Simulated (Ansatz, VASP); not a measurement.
# One calculation of Cu3N, two programs

```xyz
4
Lattice="3.7660 0.0000 0.0000 0.0000 3.7660 0.0000 0.0000 0.0000 3.7660" Properties=species:S:1:pos:R:3 pbc="T T T"
Cu    1.8830    0.0000    0.0000
Cu    0.0000    1.8830    0.0000
Cu    0.0000    0.0000    1.8830
N     0.0000    0.0000    0.0000
```

Alike in both runs: functional PBEsol; k mesh 10 × 10 × 10; occupations gaussian, width 0.01 eV; no spin polarisation.

Ansatz relaxed the structure, and its values are those at the end. VASP's run is a single point on that final structure, the one shown.

```csv
,VASP,Ansatz
version,VASP 6.6.1,Ansatz 0.2.0
potentials or method,"VASP PAW PBE potentials, release 64 (Cu, N), cutoff 600 eV","scalar-relativistic, plane waves, PAW"
valence electrons in the cell,38,62
```

|  | VASP | Ansatz | Ansatz less VASP |
| --- | --- | --- | --- |
| gap on the k mesh at the Fermi level (eV) | 0.04 | 0.02 | -0.020 |
| least direct gap on the mesh (eV) | 0.58 | 0.55 | -0.031 |
| pressure (GPa) | 0.7 | 0.0 | -0.78 |

VASP's potentials were made for PBE, not for PBEsol. With one functional, cell and mesh, what is left measures potentials, basis and numerics. VASP's potentials hold 38 valence electrons a cell and Ansatz's 62, so a difference there can come from the potentials and not from the codes.
